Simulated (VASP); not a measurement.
# Cu (P6_3/mmc) in VASP: a series of runs, part 2 of 2

VASP 6.6.1.

**4. Single point, PBE (strain -0.050 along x and y, -0.025 along z)**

Input file INCAR:

```
SYSTEM = Cu
ALGO     = Fast           ! electronic algorithm
EDIFF    = 1E-7           ! SCF threshold, eV
ENCUT    = 520            ! plane-wave cutoff, eV
GGA      = PE             ! functional
ISIF     = 2              ! what is computed and relaxed
ISMEAR   = 0              ! smearing method
LASPH    = .TRUE.         ! aspherical terms in the spheres
LCHARG   = .TRUE.         ! write CHGCAR
LELF     = .TRUE.         ! ELF
LREAL    = .FALSE.        ! projectors in reciprocal space
LVHAR    = .TRUE.       
LWAVE    = .FALSE.        ! write WAVECAR
NBANDS   = 18             ! bands
NELM     = 100            ! most SCF steps
PREC     = Accurate       ! precision mode
SIGMA    = 0.15           ! smearing width, eV
```

Input file KPOINTS:

```
k-points
0
G
  24 24 12
  0 0 0
```

Input file POSCAR:

```
Cu
1.0
    2.4073918363      0.0000000000      0.0000000000
   -1.2036959182      2.0848624871      0.0000000000
    0.0000000000      0.0000000000      4.0097567250
Cu
2
Direct
    0.3333333333      0.6666666667      0.2500000000
    0.6666666667      0.3333333333      0.7500000000
```

Potentials or basis: VASP PAW PBE potentials, release 64 (Cu).

On the command line:

```bash
> cat potpaw_PBE.64/Cu/POTCAR > POTCAR
> mpirun -np 1 vasp_std > vasp.out
```

OUTCAR:

```text
SYSTEM = Cu
   EDIFF = 1E-7
   ENCUT = 520
   GGA = PE
   ISIF = 2
   ISMEAR = 0
   LASPH = .TRUE.
   LREAL = .FALSE.
   NELM = 100
   PREC = Accurate

 ion  position               nearest neighbor table
   1  0.333  0.667  0.250-   2 2.44   2 2.44   2 2.44   2 2.44   2 2.44   2 2.44
   2  0.667  0.333  0.750-   1 2.44   1 2.44   1 2.44   1 2.44   1 2.44   1 2.44

  LATTYP: Found a hexagonal cell.
 ALAT       =     2.4073918363
 C/A-ratio  =     1.6656020281

  Lattice vectors:

 A1 = (   2.4073918363,   0.0000000000,   0.0000000000)
 A2 = (  -1.2036959182,   2.0848624871,   0.0000000000)
 A3 = (   0.0000000000,   0.0000000000,   4.0097567250)

Analysis of symmetry for initial positions (statically):
=====================================================================
 Subroutine PRICEL returns:
 Original cell was already a primitive cell.

 Routine SETGRP: Setting up the symmetry group for a
 hexagonal supercell.

 Subroutine GETGRP returns: Found 24 space group operations
 (whereof 12 operations were pure point group operations)
 out of a pool of 24 trial point group operations.

The static configuration has the point symmetry D_3d.
 The point group associated with its full space group is D_6h.
[... 163 lines left out ...]

 E-fermi :   9.7473     XC(G=0): -13.6836

 val. band max:        9.7406492042   @ k =   0.2083   0.0417   0.2500
 cond. band min:       9.7485595235   @ k =   0.4167   0.0417   0.5000
 fundamental gap:      0.0079103193
 Fermi energy:         9.7473175263

 k-point     1 :       0.0000    0.0000    0.0000
  band No.  band energies     occupation
      1      -0.8937      2.00000
      2       3.6357      2.00000
      3       6.0803      2.00000
      4       6.2385      2.00000
      5       6.2385      2.00000
      6       6.4887      2.00000
[... 481 lines left out ...]
      5       6.1921      2.00000
      6       6.2143      2.00000
[... 10 lines left out ...]
     17      24.0472      0.00000
     18      32.1003      0.00000

 [... further k-points ...]

------------------------ aborting loop because EDIFF is reached ----------------------------------------

  FORCE on cell =-STRESS in cart. coord.  units (eV):
  Direction    XX          YY          ZZ          XY          YZ          ZX
  --------------------------------------------------------------------------------------
  -------------------------------------------------------------------------------------
  Total        5.0199609      5.0199609      4.3358958     -0.0000000     -0.0000000      0.0000000
  in kB      399.6397621    399.6397621    345.1812497     -0.0000000     -0.0000000      0.0000000
  external PRESSURE =     381.4869247 kB  Pullay stress =       0.0000000 kB

 VOLUME and BASIS-vectors are now :
 -----------------------------------------------------------------------------
  energy-cutoff  :      520.00
  volume of cell :       20.13
      direct lattice vectors                 reciprocal lattice vectors
     2.407391836  0.000000000  0.000000000     0.415387302  0.239823971  0.000000000
    -1.203695918  2.084862487  0.000000000     0.000000000  0.479647941  0.000000000
     0.000000000  0.000000000  4.009756725     0.000000000  0.000000000  0.249391688

 POSITION                                       TOTAL-FORCE (eV/Angst)
 -----------------------------------------------------------------------------------
     -0.00000      1.38991      1.00244        -0.000000     -0.000000      0.000000
      1.20370      0.69495      3.00732         0.000000      0.000000      0.000000
 -----------------------------------------------------------------------------------
    total drift:                               -0.000000      0.000000     -0.000000

  FREE ENERGIE OF THE ION-ELECTRON SYSTEM (eV)
  ---------------------------------------------------
  free  energy   TOTEN  =        -7.0487948857 eV

  energy  without entropy=       -7.0418622496  energy(sigma->0) =       -7.04532857
```

OSZICAR:

```text
N       E                     dE             d eps       ncg     rms          rms(c)
DAV:   1     0.118240272683E+03    0.11824E+03   -0.10502E+04 17084   0.228E+03
DAV:   2    -0.270941725277E+01   -0.12095E+03   -0.11484E+03 15426   0.292E+02
DAV:   3    -0.888987654986E+01   -0.61805E+01   -0.60066E+01 16994   0.871E+01
DAV:   4    -0.895251654182E+01   -0.62640E-01   -0.62597E-01 18030   0.942E+00
DAV:   5    -0.895331684127E+01   -0.80030E-03   -0.80027E-03 18354   0.942E-01    0.111E+01
RMM:   6    -0.750698243622E+01    0.14463E+01   -0.86520E+00 18025   0.525E+01    0.474E+00
RMM:   7    -0.708947156236E+01    0.41751E+00   -0.12484E+00 18025   0.205E+01    0.168E+00
RMM:   8    -0.705139337806E+01    0.38078E-01   -0.68479E-02 18911   0.262E+00    0.484E-01
RMM:   9    -0.704818271555E+01    0.32107E-02   -0.22240E-02 18584   0.292E+00    0.105E-01
RMM:  10    -0.704875423695E+01   -0.57152E-03   -0.50998E-03 20172   0.655E-01    0.325E-02
RMM:  11    -0.704878359742E+01   -0.29360E-04   -0.95628E-04 18855   0.540E-01    0.540E-02
RMM:  12    -0.704878435718E+01   -0.75976E-06   -0.29708E-04 20006   0.194E-01    0.144E-02
RMM:  13    -0.704879395808E+01   -0.96009E-05   -0.94002E-05 20399   0.970E-02    0.101E-02
RMM:  14    -0.704879628504E+01   -0.23270E-05   -0.16099E-05 19895   0.355E-02    0.111E-02
RMM:  15    -0.704879543842E+01    0.84661E-06   -0.65046E-06 18589   0.408E-02    0.225E-03
RMM:  16    -0.704879496821E+01    0.47021E-06   -0.12811E-06 15846   0.105E-02    0.654E-04
RMM:  17    -0.704879488572E+01    0.82490E-07   -0.14529E-07 10485   0.429E-03
   1 F= -.70487949E+01 E0= -.70453286E+01  d E =-.693264E-02
```

stdout:

```text
POSCAR found type information on POSCAR Cu
 POSCAR found :  1 types and       2 ions
 scaLAPACK will be used
 LDA part: xc-table for (Slater+PW92), standard interpolation
 POSCAR, INCAR and KPOINTS ok, starting setup
 FFT: planning ... GRIDC
 FFT: planning ... GRID_SOFT
 FFT: planning ... GRID
 WAVECAR not read
 entering main loop
WARNING in EDDRMM: call to ZHEGV failed, returncode =   6  3     17
WARNING in EDDRMM: call to ZHEGV failed, returncode =   6  3     15
 num prob  num prob  num prob  num prob WARNING in EDDRMM: call to ZHEGV failed, returncode =   6  3     15
 num prob  num prob  num prob  num prob  num prob  num prob  num prob  num prob  num prob  num prob  num prob  num prob RMM:  16    -0.704879496821E+01    0.47021E-06   -0.12811E-06 15846   0.105E-02    0.654E-04
 num prob WARNING in EDDRMM: call to ZHEGV failed, returncode =   6  3     15
 num prob  num prob  num prob  num prob WARNING in EDDRMM: call to ZHEGV failed, returncode =   6  3     17
 num prob  num prob  num prob  num prob  num prob  num prob  num prob  num prob  num prob  num prob  num prob  num prob  num prob  num prob  num prob  num prob  num prob  num prob  num prob  num prob  num prob  num prob  num prob  num prob  num prob WARNING in EDDRMM: call to ZHEGV failed, returncode =   6  3     16
 num prob WARNING in EDDRMM: call to ZHEGV failed, returncode =   6  3     18
 num prob RMM:  17    -0.704879488572E+01    0.82490E-07   -0.14529E-07 10485   0.429E-03
```

Run time: 69 s. Hardware: 1 thread of Intel Xeon 6975P-C (Granite Rapids), shared host; peak memory 0.23 GiB.

Results:

| Quantity | Value |
| --- | --- |
| Free energy | -7.0488 eV |
| Pressure | 38.1 GPa |
| Band gap on the k mesh | zero (band 11 reaches 14.34 eV, above the bottom of band 12 at 7.54 eV) |

Stress tensor (GPa, compression positive):
```
39.96  0.00  0.00
 0.00 39.96  0.00
 0.00  0.00 34.52
```

Levels at points of the mesh, in eV from the Fermi level:
| k point | band 8 | band 9 | band 10 | band 11 | band 12 | band 13 | band 14 | band 15 |
| --- | --- | --- | --- | --- | --- | --- | --- | --- |
| (0.00, 0.00, 0.00) | -2.81 | -2.81 | -1.93 | -1.93 | -1.70 | 4.34 | 22.92 | 24.80 |
| (0.50, 0.00, 0.00) | -1.77 | -1.76 | -1.65 | 0.04 | 1.99 | 8.45 | 9.01 | 11.60 |
| (0.00, 0.00, 0.50) | -3.54 | -2.20 | -2.20 | -2.20 | -2.20 | 13.32 | 13.32 | 23.67 |
| (0.50, 0.00, 0.50) | -2.17 | -1.70 | -1.70 | 0.35 | 0.35 | 5.84 | 5.84 | 18.10 |

Caveat: the cell differs from its parent crystal (strain -0.050 along x and y, -0.025 along z).

**5. The runs side by side**

| cell | further INCAR settings | gap on the mesh (eV) | pressure (GPa) |
| --- | --- | --- | --- |
| a = 2.661, b = 2.661, c = 4.318 Å, angles 90.0, 90.0, 120.0°, 2 atoms | ALGO = Fast; EDIFF = 1e-07; NBANDS = 18 | none | -10.2 |
| a = 2.407, b = 2.407, c = 3.907 Å, angles 90.0, 90.0, 120.0°, 2 atoms | ALGO = Fast; EDIFF = 1e-06; NBANDS = 18 | none | 46.6 |
| a = 2.407, b = 2.407, c = 4.010 Å, angles 90.0, 90.0, 120.0°, 2 atoms | ALGO = Fast; EDIFF = 1e-07; NBANDS = 18 | none | 38.1 |

Alike in all rows: task single point; level PBE; potentials or basis VASP PAW PBE potentials, release 64 (Cu); no spin polarisation; k mesh 24 × 24 × 12; cutoff (eV) 520; smearing gaussian 0.15 eV.

Total energies depend on the potentials used, so only differences within one code and one set of settings carry meaning.
